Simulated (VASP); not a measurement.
Input of a VASP 6.6.1 run:

INCAR

```
SYSTEM = AlN
PREC     = Accurate       ! precision mode
ENCUT    = 520            ! plane-wave cutoff, eV
EDIFF    = 1E-7           ! SCF threshold, eV
ISMEAR   = -1             ! smearing method
SIGMA    = 0.05           ! smearing width, eV
LREAL    = .False.        ! projectors in reciprocal space
LASPH    = .True.         ! aspherical terms in the spheres
NELM     = 80             ! most SCF steps
ALGO     = Normal         ! electronic algorithm
ISIF     = 2              ! what is computed and relaxed
LWAVE    = .False.        ! write WAVECAR
LCHARG   = .False.        ! write CHGCAR
GGA      = VW             ! functional
NBANDS   = 16             ! bands
```

Contents of KPOINTS:

```
Automatic mesh
0
Gamma
  10 10 6
  0 0 0
```

File POSCAR:

```
AlN
1.0
    3.1130000000      0.0000000000      0.0000000000
   -1.5565000000      2.6959370820      0.0000000000
    0.0000000000      0.0000000000      4.9810000000
Al N
2 2
Direct
    0.6666666667      0.3333333333      0.5000000000
    0.3333333333      0.6666666667      0.0000000000
    0.6666666667      0.3333333333      0.8800000000
    0.3333333333      0.6666666667      0.3800000000
```

Potentials or basis: VASP PAW PBE potentials, release 64 (Al, N).

Launch:

```console
$ cat potpaw_PBE.64/Al/POTCAR potpaw_PBE.64/N/POTCAR > POTCAR
$ mpirun -np 1 vasp_std > vasp.out
```

Predict the band gap on the k mesh.

4.24 eV, direct.

Estimate the pressure.

-3.9 GPa.

Stress tensor (GPa, compression positive):
```
-4.51  0.00  0.00
 0.00 -4.51  0.00
 0.00  0.00 -2.82
```

Caveat: the PAW data sets were made with another functional, which shifts forces and pressure a little. A k mesh can miss the band edges.
